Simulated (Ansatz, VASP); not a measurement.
# One calculation of RbBr2, two programs

```
Rb Br
1.0
     0.00000    3.66217    3.66217
     3.66217    0.00000    3.66217
     3.66217    3.66217    0.00000
Rb Br
1 2
Cartesian
  0.0000 0.0000 0.0000
  1.8311 1.8311 1.8311
  5.4933 5.4933 5.4933
```

Alike in both runs: task relaxation of cell and atoms; functional PBE; k mesh 4 × 4 × 4; occupations gaussian, width 0.1 eV; no spin polarisation.

|  | VASP | Ansatz |
| --- | --- | --- |
| version | VASP 6.6.1 | Ansatz 0.2.0 |
| potentials or method | VASP PAW PBE potentials, release 64 (Rb_sv, Br), cutoff 600 eV | scalar-relativistic, plane waves, PAW |
| valence electrons in the cell | 23 | 23 |

Ansatz gave:

| Quantity | Value |
| --- | --- |
| gap on the k mesh at the Fermi level, each at its own relaxed structure (eV) | none |
| relaxed volume (Å³/atom) | 43.96 |
| relaxed length of the cell vector where the two differ most in proportion (Å) | 5.713 |

Question: What did VASP give for the same quantities?

Answer: gap on the k mesh at the Fermi level, each at its own relaxed structure (eV): none; relaxed volume (Å³/atom): 43.59; relaxed length of the cell vector where the two differ most in proportion (Å): 5.697.

A gap of «none» marks a metal or a gap that the smearing closes.

The k mesh is coarse, so the values compare programs but aren't converged. Noted on VASP's run: the volume moved by over 15 % at a fixed basis, so the end points are rough.
